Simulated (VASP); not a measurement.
# ZnO (k07) (P6_3mc) in VASP: further runs

ZnO (k07) is run at these levels: PBE; tasks: single point, relaxation of cell and atoms, relaxation of shape and atoms at fixed volume.

Everything below comes from runs of VASP 6.6.1. Logs are shortened: lines on timing, memory, paths and dates and some standing lists are left out, and cuts for length are marked.

**The experiment to reproduce.**

“Electronic structure of alkaline earth and post-transition metal oxides”, 2009, arxiv:0908.1581 quotes, for a bulk crystal of ZnO: band gap 3.37 eV.

The results are compared with them further down.

## 1. The cell of the first run

Symmetry: P6_3mc, No. 186, hexagonal system. The conventional cell has a = 3.279 Å, b = 3.279 Å, c = 5.294 Å, α = 90.00°, β = 90.00°, γ = 120.00°. Zn (site symmetry 3m) has 4 O at 2.00 to 2.01 Å within 2.6 Å. O (site symmetry 3m) has 4 Zn at 2.00 to 2.01 Å within 2.6 Å.

## 2. Single point, PBE

Contents of INCAR:

```
SYSTEM = ZnO
PREC = Accurate
ENCUT = 520
EDIFF = 1E-6
ISMEAR = 0
SIGMA = 0.02
LREAL = .FALSE.
LASPH = .TRUE.
NELM = 100
ALGO = Normal
ISIF = 2
LWAVE = .FALSE.
LCHARG = .FALSE.
GGA = PE
NBANDS = 26
```

Contents of KPOINTS:

```
Automatic mesh
0
G
  15 15 8
  0 0 0
```

Contents of POSCAR:

```
ZnO
1.0
    3.2794805646      0.0000000000      0.0000000000
   -1.6397402823      2.8401134801      0.0000000000
    0.0000000000      0.0000000000      5.2937446008
Zn O
2 2
Direct
    0.3333333333      0.6666666667      0.4999686137
    0.6666666667      0.3333333333     -0.0000313863
    0.6666666667      0.3333333333      0.3790413863
    0.3333333333      0.6666666667      0.8790413863
```

Potentials or basis: VASP PAW PBE potentials, release 64 (Zn, O).

Run with:

```console
$ cat potpaw_PBE.64/Zn/POTCAR potpaw_PBE.64/O/POTCAR > POTCAR
$ mpirun -np 1 vasp_std > vasp.out
```

OUTCAR:

```text
SYSTEM = ZnO
   PREC = Accurate
   ENCUT = 520
   EDIFF = 1E-6
   ISMEAR = 0
   LREAL = .FALSE.
   LASPH = .TRUE.
   NELM = 100
   ISIF = 2
   GGA = PE

 ion  position               nearest neighbor table
   1  0.333  0.667  0.500-   3 2.00   3 2.00   3 2.00   4 2.01
   2  0.667  0.333  1.000-   4 2.00   4 2.00   4 2.00   3 2.01
   3  0.667  0.333  0.379-   1 2.00   1 2.00   1 2.00   2 2.01
   4  0.333  0.667  0.879-   2 2.00   2 2.00   2 2.00   1 2.01

  LATTYP: Found a hexagonal cell.
 ALAT       =     3.2794805646
 C/A-ratio  =     1.6142021569

  Lattice vectors:

 A1 = (   3.2794805646,   0.0000000000,   0.0000000000)
 A2 = (  -1.6397402823,   2.8401134801,   0.0000000000)
 A3 = (   0.0000000000,   0.0000000000,   5.2937446008)

Analysis of symmetry for initial positions (statically):
=====================================================================
 Subroutine PRICEL returns:
 Original cell was already a primitive cell.

 Routine SETGRP: Setting up the symmetry group for a
 hexagonal supercell.

 Subroutine GETGRP returns: Found 12 space group operations
 (whereof  6 operations were pure point group operations)
 out of a pool of 24 trial point group operations.

The static configuration has the point symmetry C_3v.
 The point group associated with its full space group is C_6v.

Analysis of symmetry for dynamics (positions and initial velocities):
=====================================================================
 Subroutine PRICEL returns:
 Original cell was already a primitive cell.

 Routine SETGRP: Setting up the symmetry group for a
 hexagonal supercell.

 Subroutine GETGRP returns: Found 12 space group operations
 (whereof  6 operations were pure point group operations)
 out of a pool of 24 trial point group operations.

The dynamic configuration has the point symmetry C_3v.
 The point group associated with its full space group is C_6v.

 Subroutine INISYM returns: Found 12 space group operations
 (whereof  6 operations are pure point group operations),
 and found     1 'primitive' translations

----------------------------------------------------------------------------------------

                                     Primitive cell

  volume of cell :      49.3065

  direct lattice vectors                    reciprocal lattice vectors
     3.279480565  0.000000000  0.000000000     0.304926338  0.176049303  0.000000000
    -1.639740282  2.840113480  0.000000000     0.000000000  0.352098607  0.000000000
     0.000000000  0.000000000  5.293744601     0.000000000  0.000000000  0.188902200

  length of vectors
     3.279480565  3.279480565  5.293744601     0.352098607  0.352098607  0.188902200

  position of ions in fractional coordinates (direct lattice)
     0.333333333  0.666666667  0.499968614
     0.666666667  0.333333333  0.999968614
     0.666666667  0.333333333  0.379041386
     0.333333333  0.666666667  0.879041386

  ion indices of the primitive-cell ions
   primitive index   ion index
                 1           1
                 2           2
                 3           3
                 4           4

----------------------------------------------------------------------------------------

 KPOINTS: Automatic mesh

Automatic generation of k-mesh.
 Grid dimensions read from file:
 generate k-points for:   15   15    8

 Generating k-lattice:

  Cartesian coordinates                     Fractional coordinates (reciprocal lattice)
     0.020328423  0.011736620  0.000000000     0.066666667  0.000000000  0.000000000
     0.000000000  0.023473240  0.000000000     0.000000000  0.066666667  0.000000000
     0.000000000  0.000000000  0.023612775     0.000000000  0.000000000  0.125000000

  Length of vectors
     0.023473240  0.023473240  0.023612775

  Shift w.r.t. Gamma in fractional coordinates (k-lattice)
     0.000000000  0.000000000  0.000000000

 Subroutine IBZKPT returns following result:
 ===========================================

 Found    135 irreducible k-points:

 Following reciprocal coordinates:
            Coordinates               Weight
  0.000000  0.000000  0.000000      1.000000
  0.066667  0.000000  0.000000      6.000000
  0.133333  0.000000  0.000000      6.000000
  0.200000 -0.000000  0.000000      6.000000
  0.266667  0.000000  0.000000      6.000000
  0.333333  0.000000  0.000000      6.000000
[... 16 lines left out ...]
  0.333333  0.200000  0.000000     12.000000
  0.400000  0.200000  0.000000      6.000000
 [... further k-points ...]
   k-points           NKPTS =    135   k-points in BZ     NKDIM =    135   number of bands    NBANDS=     26
   number of dos      NEDOS =    301   number of ions     NIONS =      4
   total plane-waves  NPLWV =  23040
   dimension x,y,z NGX =    24 NGY =   24 NGZ =   40
   dimension x,y,z NGXF=    48 NGYF=   48 NGZF=   80
   ions per type =               2   2
   NGX,Y,Z   is equivalent  to a cutoff of  12.17, 12.17, 12.56 a.u.
   NGXF,Y,Z  is equivalent  to a cutoff of  24.33, 24.33, 25.12 a.u.
 SYSTEM =  ZnO
   PREC   = accura    normal or accurate (medium, high low for compatibility)
   ISTART =      0    job   : 0-new  1-cont  2-samecut
   ICHARG =      2    charge: 1-file 2-atom 10-const
   ISPIN  =      1    spin polarized calculation?
   LNONCOLLINEAR =      F non collinear calculations
   LSORBIT =      F    spin-orbit coupling
   LASPH  =      T    aspherical Exc in radial PAW
   ENCUT  =  520.0 eV  38.22 Ry    6.18 a.u.   6.10  6.10  9.84*2*pi/ulx,y,z
   NELM   =    100;   NELMIN=  2; NELMDL= -5     # of ELM steps
   EDIFF  = 0.1E-05   stopping-criterion for ELM
   LREAL  =      F    real-space projection
   EDIFFG = 0.1E-04   stopping-criterion for IOM
   NSW    =      0    number of steps for IOM
   IBRION =     -1    ionic relax: 0-MD 1-quasi-New 2-CG
   NFREE  =      0    steps in history (QN), initial steepest desc. (CG)
   ISIF   =      2    stress and relaxation
   ISYM   =      2    0-nonsym 1-usesym 2-fastsym
   POTIM  = 0.5000    time-step for ionic-motion
   TEBEG  =    0.0;   TEEND  =   0.0 temperature during run
   PSTRESS=    0.0 pullay stress
   NELECT =      36.0000    total number of electrons
   NUPDOWN=      -1.0000    fix difference up-down
   EMIN   =  10.00;   EMAX   =-10.00  energy-range for DOS
   EFERMI =   0.00;   METHOD = LEGACY
   ISMEAR =     0;   SIGMA  =   0.02  broadening in eV -4-tet -1-fermi 0-gaus
   EFERMI_NEDOS =   21; number of points for ismear=-14 and -15
   IALGO  =     38    algorithm
   IMIX   =      4    mixing-type and parameters
     AMIX     =   0.40;   BMIX     =  1.00
     AMIX_MAG =   1.60;   BMIX_MAG =  1.00
  volume/ion in A,a.u.               =      12.33        83.18
  Fermi-wavevector in a.u.,A,eV,Ry     =   1.474148  2.785736 29.566988  2.173112
  Thomas-Fermi vector in A             =   2.588955
   LORBIT       =      0    0 simple, 1 ext, 2 COOP (PROOUT), +10 PAW based schemes
   GGA     = PE    functional components
   LHFCALC =     F    Hartree Fock is set to
   AEXX    =    0.0000 exact exchange contribution
   IVDW    =     0    specifies the selected vdW correction
   LEPSILON=     F    determine dielectric tensor
   LRPA    =     F    only Hartree local field effects (RPA)
 non-spin polarized calculation
 Gauss-broadening in eV      SIGMA  =   0.02
  energy-cutoff  :      520.00
  volume of cell :       49.31
 maximum number of plane-waves:      1350
   NGX = 13   NGY = 13   NGZ = 19

 number of electron      36.0000039 magnetization

 Free energy of the ion-electron system (eV)
  ---------------------------------------------------
  ext. energy  EPLUGINS =         0.00000000
  ---------------------------------------------------
  free energy    TOTEN  =       -17.86108898 eV

  energy without entropy =      -17.86108898  energy(sigma->0) =      -17.86108898

 E-fermi :   1.0190     XC(G=0): -10.7252

 val. band max:        0.8943565108   @ k =   0.0000   0.0000   0.0000
 cond. band min:       1.6220388188   @ k =   0.0000   0.0000   0.0000
 fundamental gap:      0.7276823080
 Fermi energy:         1.0190404387

 k-point     1 :       0.0000    0.0000    0.0000
  band No.  band energies     occupation
      1     -16.9233      2.00000
      2     -16.2562      2.00000
      3      -4.6424      2.00000
      4      -4.6424      2.00000
      5      -4.6030      2.00000
      6      -4.4881      2.00000
[... 18 lines left out ...]
     25      14.8261      0.00000
     26      14.8261      0.00000

 k-point     2 :       0.0667    0.0000    0.0000
  band No.  band energies     occupation
      1     -16.9004      2.00000
      2     -16.2459      2.00000
      3      -4.6692      2.00000
      4      -4.6286      2.00000
      5      -4.5861      2.00000
      6      -4.4706      2.00000
[... 18 lines left out ...]
     25      14.7226      0.00000
     26      14.8840      0.00000

 k-point     3 :       0.1333    0.0000    0.0000
  band No.  band energies     occupation
      1     -16.8339      2.00000
      2     -16.2170      2.00000
      3      -4.7341      2.00000
      4      -4.5907      2.00000
      5      -4.5535      2.00000
      6      -4.4698      2.00000
[... 18 lines left out ...]
     25      14.8108      0.00000
     26      14.9825      0.00000

 k-point     4 :       0.2000   -0.0000    0.0000
  band No.  band energies     occupation
      1     -16.7322      2.00000
      2     -16.1762      2.00000
      3      -4.8138      2.00000
      4      -4.5405      2.00000
      5      -4.5382      2.00000
      6      -4.4340      2.00000
[... 18 lines left out ...]
     25      14.4612      0.00000
     26      14.9637      0.00000
[... 496 lines left out ...]
      1     -16.3425      2.00000
      2     -16.0780      2.00000
      3      -4.6985      2.00000
      4      -4.5933      2.00000
      5      -4.3473      2.00000
      6      -4.2279      2.00000
[... 18 lines left out ...]
     25      12.4329      0.00000
     26      15.2047      0.00000

 k-point    23 :       0.3333    0.2000    0.0000
  band No.  band energies     occupation
      1     -16.2561      2.00000
      2     -16.0816      2.00000
      3      -4.7058      2.00000
      4      -4.4582      2.00000
      5      -4.2981      2.00000
      6      -4.1800      2.00000
[... 18 lines left out ...]
     25      12.8096      0.00000
     26      14.5268      0.00000

 k-point    24 :       0.4000    0.2000    0.0000
  band No.  band energies     occupation
      1     -16.2184      2.00000
      2     -16.0899      2.00000
      3      -4.7091      2.00000
      4      -4.4090      2.00000
      5      -4.2384      2.00000
      6      -4.1593      2.00000
[... 18 lines left out ...]
     25      13.4520      0.00000
     26      13.9149      0.00000

 [... further k-points ...]
[... 5 lines left out ...]
  --------------------------------------------------------------------------------------
  -------------------------------------------------------------------------------------
  Total        0.2753841      0.2753841      0.2735432      0.0000000      0.0000000      0.0000000
  in kB        8.9484080      8.9484080      8.8885889      0.0000000      0.0000000      0.0000000
  external PRESSURE =       8.9284683 kB  Pullay stress =       0.0000000 kB

 VOLUME and BASIS-vectors are now :
 -----------------------------------------------------------------------------
  energy-cutoff  :      520.00
  volume of cell :       49.31
      direct lattice vectors                 reciprocal lattice vectors
     3.279480565  0.000000000  0.000000000     0.304926338  0.176049303  0.000000000
    -1.639740282  2.840113480  0.000000000     0.000000000  0.352098607  0.000000000
     0.000000000  0.000000000  5.293744601     0.000000000  0.000000000  0.188902200

 POSITION                                       TOTAL-FORCE (eV/Angst)
 -----------------------------------------------------------------------------------
     -0.00000      1.89341      2.64671        -0.000000     -0.000000      0.001169
      1.63974      0.94670      5.29358         0.000000      0.000000      0.001169
      1.63974      0.94670      2.00655         0.000000      0.000000     -0.001169
     -0.00000      1.89341      4.65342        -0.000000      0.000000     -0.001169
 -----------------------------------------------------------------------------------
    total drift:                               -0.000001     -0.000001     -0.000923

  FREE ENERGIE OF THE ION-ELECTRON SYSTEM (eV)
  ---------------------------------------------------
  free  energy   TOTEN  =       -17.8610889837 eV

  energy  without entropy=      -17.8610889837  energy(sigma->0) =      -17.86108898
```

Wall time 96 s (1 thread of AMD EPYC 9R45 (Zen 5), shared host); peak memory 0.23 GiB.

What came out:

```
Free energy            : -17.8611 eV
Pressure               : 0.9 GPa
Band gap on the k mesh : 0.73 eV, direct
```

Levels at points of the mesh, in eV from the valence-band top:
| k point | band 15 | band 16 | band 17 | band 18 | band 19 | band 20 | band 21 | band 22 |
| --- | --- | --- | --- | --- | --- | --- | --- | --- |
| (0.00, 0.00, 0.00) | -0.75 | -0.08 | 0.00 | 0.00 | 0.73 | 5.09 | 8.07 | 12.73 |
| (0.00, 0.00, 0.50) | -0.37 | -0.37 | -0.37 | -0.37 | 3.36 | 3.36 | 9.91 | 9.91 |

[end of part 1 of 3]
